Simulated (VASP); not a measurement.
**Au: single point with PBE**

Au:

```
Au
1.0
     0.00000    4.08074    4.08074
     4.08074    0.00000    4.08074
     4.08074    4.08074    0.00000
Au
7
Direct
  0.98715 0.00608 0.98255
  0.98712 0.52112 0.98255
  0.00524 0.49773 0.49617
  0.07509 0.99775 0.42633
  0.51887 0.98937 0.51429
  0.48993 0.49771 0.01149
  0.51885 0.47437 0.51428
```

```
Program                : VASP 6.6.1
Task                   : single point
Functional             : PBE
Potentials or basis    : VASP PAW PBE potentials, release 64 (Au)
Cutoff                 : 520 eV
k mesh                 : 3 × 3 × 3
Occupations            : fermi-dirac, width 0.1 eV
Spin                   : no spin polarisation
Dipole correction      : no
Further INCAR settings : ALGO = Normal; EDIFF = 1e-07; NBANDS = 48
```

```yaml
Pressure: 0.9 GPa
Largest_force: 0.622 eV/Å
Band_gap_on_the_k_mesh: zero (an odd number of electrons rules out a gap without spin polarisation)
```

Forces in eV/Å, atoms in the order of the input:
```
Au  -0.049  0.094  0.094
Au  -0.094  0.094  0.049
Au  -0.061  0.000  0.061
Au   0.439  0.000 -0.440
Au  -0.094 -0.094  0.049
Au  -0.091  0.000  0.091
Au  -0.049 -0.094  0.094
```

Stress tensor (GPa, compression positive):
```
0.82 0.00 0.16
0.00 1.09 0.00
0.16 0.00 0.82
```

Levels at points of the mesh, in eV from the Fermi level:
```csv
k point,band 37,band 38,band 39,band 40,band 41,band 42
"(0.00, 0.00, 0.00)",-0.51,-0.22,-0.11,-0.02,2.03,2.19
```

It took 3.2 min on 1 thread of Intel Xeon 8259CL, on a shared host, peak memory 0.34 GiB.

Caveat: the k points lie up to 0.44 Å⁻¹ apart, too coarse for converged energies and pressures of a metal; spin-orbit coupling is left out, which moves the levels of the heavy elements.
